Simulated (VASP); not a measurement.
# As (P4/mmm) in VASP: a series of runs

As is run at these levels: LDA; tasks: single point.

Program: VASP 6.6.1. These are calculated values, not measurements. Logs are shortened: lines on timing, memory, paths and dates and some standing lists are left out, and cuts for length are marked.

**1. The cell of the first run**

The structure is tetragonal, space group P4/mmm (No. 123). The conventional cell has a = 2.704 Å, b = 2.704 Å, c = 2.785 Å, α = 90.00°, β = 90.00°, γ = 90.00°. As (site symmetry 4/mmm) has 6 As at 2.70 to 2.78 Å within 3.6 Å.

**2. Single point, LDA (strain +0.000 along x and y, +0.030 along z)**

Contents of INCAR:

```
ALGO = Normal
EDIFF = 1E-7
ENCUT = 520
ISIF = 2
ISMEAR = 0
LASPH = True
LCHARG = True
LELF = True
LREAL = False
LVHAR = True
LWAVE = False
NBANDS = 8
NELM = 100
PREC = Accurate
SIGMA = 0.15
```

Contents of KPOINTS:

```
k-points
0
Gamma
  18 18 18
```

Contents of POSCAR:

```
As
1.0
    2.7036817444      0.0000000000      0.0000000000
    0.0000000000      2.7036817444      0.0000000000
    0.0000000000      0.0000000000      2.7847921967
As
1
Direct
    0.5000000000      0.5000000000      0.5000000000
```

Potentials or basis: VASP PAW LDA potentials, release 64 (As).

Started as:

```bash
$ cat potpaw_LDA.64/As/POTCAR > POTCAR
$ mpirun -np 1 vasp_std > vasp.out
```

OUTCAR:

```text
EDIFF = 1E-7
   ENCUT = 520
   ISIF = 2
   ISMEAR = 0
   LASPH = True
   LREAL = False
   NELM = 100
   PREC = Accurate

 ion  position               nearest neighbor table
   1  0.500  0.500  0.500-

  LATTYP: Found a simple tetragonal cell.
 ALAT       =     2.7036817444
 C/A-ratio  =     1.0300000000

  Lattice vectors:

 A1 = (   2.7036817444,   0.0000000000,   0.0000000000)
 A2 = (   0.0000000000,   2.7036817444,   0.0000000000)
 A3 = (   0.0000000000,   0.0000000000,   2.7847921967)

Analysis of symmetry for initial positions (statically):
=====================================================================
 Subroutine PRICEL returns:
 Original cell was already a primitive cell.

 Routine SETGRP: Setting up the symmetry group for a
 simple tetragonal supercell.

 Subroutine GETGRP returns: Found 16 space group operations
 (whereof 16 operations were pure point group operations)
 out of a pool of 16 trial point group operations.

The static configuration has the point symmetry D_4h.

Analysis of symmetry for dynamics (positions and initial velocities):
=====================================================================
 Subroutine PRICEL returns:
 Original cell was already a primitive cell.

 Routine SETGRP: Setting up the symmetry group for a
 simple tetragonal supercell.

 Subroutine GETGRP returns: Found 16 space group operations
 (whereof 16 operations were pure point group operations)
 out of a pool of 16 trial point group operations.

The dynamic configuration has the point symmetry D_4h.

 Subroutine INISYM returns: Found 16 space group operations
 (whereof 16 operations are pure point group operations),
 and found     1 'primitive' translations

----------------------------------------------------------------------------------------

                                     Primitive cell

  volume of cell :      20.3565

  direct lattice vectors                    reciprocal lattice vectors
     2.703681744  0.000000000  0.000000000     0.369866018  0.000000000  0.000000000
     0.000000000  2.703681744  0.000000000     0.000000000  0.369866018  0.000000000
     0.000000000  0.000000000  2.784792197     0.000000000  0.000000000  0.359093221

  length of vectors
     2.703681744  2.703681744  2.784792197     0.369866018  0.369866018  0.359093221

  position of ions in fractional coordinates (direct lattice)
     0.500000000  0.500000000  0.500000000

  ion indices of the primitive-cell ions
   primitive index   ion index
                 1           1

----------------------------------------------------------------------------------------

 KPOINTS: k-points

Automatic generation of k-mesh.
 Grid dimensions read from file:
 generate k-points for:   18   18   18

 Generating k-lattice:

  Cartesian coordinates                     Fractional coordinates (reciprocal lattice)
     0.020548112  0.000000000  0.000000000     0.055555556  0.000000000  0.000000000
     0.000000000  0.020548112  0.000000000     0.000000000  0.055555556  0.000000000
     0.000000000  0.000000000  0.019949623     0.000000000  0.000000000  0.055555556

  Length of vectors
     0.020548112  0.020548112  0.019949623

  Shift w.r.t. Gamma in fractional coordinates (k-lattice)
     0.000000000  0.000000000  0.000000000

 Subroutine IBZKPT returns following result:
 ===========================================

 Found    550 irreducible k-points:

 Following reciprocal coordinates:
            Coordinates               Weight
  0.000000  0.000000  0.000000      1.000000
  0.055556  0.000000  0.000000      4.000000
  0.111111  0.000000  0.000000      4.000000
  0.166667  0.000000  0.000000      4.000000
  0.222222  0.000000  0.000000      4.000000
  0.277778  0.000000  0.000000      4.000000
[... 16 lines left out ...]
  0.277778  0.111111  0.000000      8.000000
  0.333333  0.111111  0.000000      8.000000
 [... further k-points ...]
   k-points           NKPTS =    550   k-points in BZ     NKDIM =    550   number of bands    NBANDS=      8
   number of dos      NEDOS =    301   number of ions     NIONS =      1
   total plane-waves  NPLWV =   9600
   dimension x,y,z NGX =    20 NGY =   20 NGZ =   24
   dimension x,y,z NGXF=    40 NGYF=   40 NGZF=   48
   ions per type =               1
   NGX,Y,Z   is equivalent  to a cutoff of  12.30, 12.30, 14.33 a.u.
   NGXF,Y,Z  is equivalent  to a cutoff of  24.60, 24.60, 28.65 a.u.
 SYSTEM =  unknown system
   PREC   = accura    normal or accurate (medium, high low for compatibility)
   ISTART =      0    job   : 0-new  1-cont  2-samecut
   ICHARG =      2    charge: 1-file 2-atom 10-const
   ISPIN  =      1    spin polarized calculation?
   LNONCOLLINEAR =      F non collinear calculations
   LSORBIT =      F    spin-orbit coupling
   LASPH  =      T    aspherical Exc in radial PAW
   ENCUT  =  520.0 eV  38.22 Ry    6.18 a.u.   5.03  5.03  5.18*2*pi/ulx,y,z
   NELM   =    100;   NELMIN=  2; NELMDL= -5     # of ELM steps
   EDIFF  = 0.1E-06   stopping-criterion for ELM
   LREAL  =      F    real-space projection
   EDIFFG = 0.1E-05   stopping-criterion for IOM
   NSW    =      0    number of steps for IOM
   IBRION =     -1    ionic relax: 0-MD 1-quasi-New 2-CG
   NFREE  =      0    steps in history (QN), initial steepest desc. (CG)
   ISIF   =      2    stress and relaxation
   ISYM   =      2    0-nonsym 1-usesym 2-fastsym
   POTIM  = 0.5000    time-step for ionic-motion
   TEBEG  =    0.0;   TEEND  =   0.0 temperature during run
   PSTRESS=    0.0 pullay stress
   NELECT =       5.0000    total number of electrons
   NUPDOWN=      -1.0000    fix difference up-down
   EMIN   =  10.00;   EMAX   =-10.00  energy-range for DOS
   EFERMI =   0.00;   METHOD = LEGACY
   ISMEAR =     0;   SIGMA  =   0.15  broadening in eV -4-tet -1-fermi 0-gaus
   EFERMI_NEDOS =   21; number of points for ismear=-14 and -15
   IALGO  =     38    algorithm
   IMIX   =      4    mixing-type and parameters
     AMIX     =   0.40;   BMIX     =  1.00
     AMIX_MAG =   1.60;   BMIX_MAG =  1.00
  volume/ion in A,a.u.               =      20.36       137.37
  Fermi-wavevector in a.u.,A,eV,Ry     =   1.025251  1.937443 14.301622  1.051140
  Thomas-Fermi vector in A             =   2.159081
   LORBIT       =      0    0 simple, 1 ext, 2 COOP (PROOUT), +10 PAW based schemes
   GGA     = CA    functional components
   LHFCALC =     F    Hartree Fock is set to
   AEXX    =    0.0000 exact exchange contribution
   IVDW    =     0    specifies the selected vdW correction
   LEPSILON=     F    determine dielectric tensor
   LRPA    =     F    only Hartree local field effects (RPA)
 non-spin polarized calculation
 Gauss-broadening in eV      SIGMA  =   0.15
  energy-cutoff  :      520.00
  volume of cell :       20.36
 maximum number of plane-waves:       568
   NGX = 11   NGY = 11   NGZ = 11

 number of electron       5.0000001 magnetization

 Free energy of the ion-electron system (eV)
  ---------------------------------------------------
  ext. energy  EPLUGINS =         0.00000000
  ---------------------------------------------------
  free energy    TOTEN  =        -5.30039339 eV

  energy without entropy =       -5.29561478  energy(sigma->0) =       -5.29800408

 E-fermi :   5.6141     XC(G=0): -10.4653

 val. band max:        5.6130536018   @ k =   0.2778   0.2222   0.4444
 cond. band min:       5.6211797670   @ k =   0.4444   0.2778   0.1667
 fundamental gap:      0.0081261651
 Fermi energy:         5.6140617450

 k-point     1 :       0.0000    0.0000    0.0000
  band No.  band energies     occupation
      1      -9.1323      2.00000
      2       8.9471      0.00000
      3       9.9112      0.00000
      4       9.9112      0.00000
      5      13.8012      0.00000
      6      14.3749      0.00000
      7      15.9037      0.00000
      8      29.8686      0.00000

 k-point     2 :       0.0556    0.0000    0.0000
  band No.  band energies     occupation
      1      -9.0753      2.00000
      2       8.9973      0.00000
      3       9.1285      0.00000
      4       9.9612      0.00000
      5      13.8880      0.00000
      6      14.8232      0.00000
      7      16.3517      0.00000
      8      28.7617      0.00000

 k-point     3 :       0.1111    0.0000    0.0000
  band No.  band energies     occupation
      1      -8.9054      2.00000
      2       7.5616      0.00000
      3       9.1460      0.00000
      4      10.1092      0.00000
      5      14.0597      0.00000
      6      15.3058      0.00000
      7      17.8549      0.00000
      8      27.0841      0.00000

 k-point     4 :       0.1667    0.0000    0.0000
  band No.  band energies     occupation
      1      -8.6251      2.00000
      2       5.8530      0.02427
      3       9.3863      0.00000
      4      10.3485      0.00000
      5      14.3228      0.00000
      6      15.6715      0.00000
      7      19.8691      0.00000
      8      25.4356      0.00000

 k-point     5 :       0.2222    0.0000    0.0000
  band No.  band energies     occupation
      1      -8.2406      2.00000
      2       4.1850      2.00000
      3       9.7058      0.00000
      4      10.6663      0.00000
      5      14.6796      0.00000
      6      16.0885      0.00000
      7      21.8670      0.00000
      8      23.9001      0.00000
[... 177 lines left out ...]
 k-point    22 :       0.2222    0.1111    0.0000
  band No.  band energies     occupation
      1      -8.0137      2.00000
      2       4.3925      2.00000
      3       8.3886      0.00000
      4       9.9029      0.00000
      5      15.1020      0.00000
      6      18.3365      0.00000
      7      21.2196      0.00000
      8      23.2196      0.00000

 k-point    23 :       0.2778    0.1111    0.0000
  band No.  band energies     occupation
      1      -7.5365      2.00000
      2       2.8381      2.00000
      3       8.7968      0.00000
      4      10.2795      0.00000
      5      15.5653      0.00000
      6      18.4316      0.00000
      7      20.7934      0.00000
      8      22.7107      0.00000

 k-point    24 :       0.3333    0.1111    0.0000
  band No.  band energies     occupation
      1      -6.9905      2.00000
      2       1.4386      2.00000
      3       9.2441      0.00000
      4      10.6798      0.00000
      5      16.0934      0.00000
      6      18.1169      0.00000
      7      20.4643      0.00000
      8      21.5298      0.00000

 [... further k-points ...]
[... 5 lines left out ...]
  --------------------------------------------------------------------------------------
  -------------------------------------------------------------------------------------
  Total       -0.4353157     -0.4353157     -0.9189114      0.0000000     -0.0000000      0.0000000
  in kB      -34.2618659    -34.2618659    -72.3236444      0.0000000     -0.0000000      0.0000000
  external PRESSURE =     -46.9491254 kB  Pullay stress =       0.0000000 kB

 VOLUME and BASIS-vectors are now :
 -----------------------------------------------------------------------------
  energy-cutoff  :      520.00
  volume of cell :       20.36
      direct lattice vectors                 reciprocal lattice vectors
     2.703681744  0.000000000  0.000000000     0.369866018  0.000000000  0.000000000
     0.000000000  2.703681744  0.000000000     0.000000000  0.369866018  0.000000000
     0.000000000  0.000000000  2.784792197     0.000000000  0.000000000  0.359093221

 POSITION                                       TOTAL-FORCE (eV/Angst)
 -----------------------------------------------------------------------------------
      1.35184      1.35184      1.39240         0.000000      0.000000      0.000000
 -----------------------------------------------------------------------------------
    total drift:                                0.000000      0.000000     -0.000000

  FREE ENERGIE OF THE ION-ELECTRON SYSTEM (eV)
  ---------------------------------------------------
  free  energy   TOTEN  =        -5.3003933916 eV

  energy  without entropy=       -5.2956147778  energy(sigma->0) =       -5.29800408
```

It took 93 s on 1 thread of AMD EPYC 7R13, shared host; peak memory 0.16 GiB.

What came out:

- Free energy: -5.3004 eV
- Pressure: -4.7 GPa
- Band gap on the k mesh: zero (an odd number of electrons rules out a gap without spin polarisation)

Levels at points of the mesh, in eV from the Fermi level:
```tsv
k point	band 1	band 2	band 3	band 4	band 5	band 6	band 7
(0.00, 0.00, 0.00)	-14.75	3.33	4.30	4.30	8.19	8.76	10.29
(0.50, 0.00, 0.00)	-11.60	-6.74	5.62	6.57	11.12	13.59	13.95
(0.50, 0.50, 0.00)	-8.31	-4.06	-4.06	2.66	7.76	15.93	16.74
(0.00, 0.00, 0.50)	-12.04	-6.66	6.24	6.24	11.13	14.16	14.44
(0.50, 0.00, 0.50)	-8.80	-4.39	-3.92	2.59	8.37	16.25	17.36
(0.50, 0.50, 0.50)	-5.25	-1.95	-1.95	-1.43	5.80	6.11	6.11
```

Caveat: the cell differs from its parent crystal (strain +0.000 along x and y, +0.030 along z); the cell stands under tension.

[end of part 1 of 2]
